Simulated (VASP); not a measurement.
A run of VASP 6.6.1:

File INCAR:

```
  PREC = Accurate
  ENCUT = 600
  EDIFF = 1E-7
  ISMEAR = -1
  SIGMA = 0.1
  LREAL = False
  LASPH = True
  NELM = 80
  ALGO = Normal
  ISIF = 3
  LWAVE = False
  LCHARG = False
  GGA = PS
  IBRION = 2
  NSW = 100
  EDIFFG = -0.002
  PSTRESS = 10.0
```

File KPOINTS:

```
regular mesh
0
Gamma
  20 20 12
```

The input POSCAR:

```
Re
1.0
    2.7518561068      0.0000000000      0.0000000000
   -1.3759280534      2.3831772961      0.0000000000
    0.0000000000      0.0000000000      4.4397719340
Re
2
Direct
    0.3333333333      0.6666666667      0.2500000000
    0.6666666667      0.3333333333      0.7500000000
```

Potentials or basis: VASP PAW PBE potentials, release 64 (Re).

Launch:

```console
$ cat potpaw_PBE.64/Re/POTCAR > POTCAR
$ mpirun -np 1 vasp_std > vasp.out
```

Hardware: 1 thread of Oxide Virtual Turin-like Processor, with other jobs on the host.

How long does it take, and how much memory?

Run time: 10 min on 1 thread of Oxide Virtual Turin-like Processor, on a shared host, peak memory 0.22 GiB. Counts: scf iterations 50, k points 308, ion steps 11.
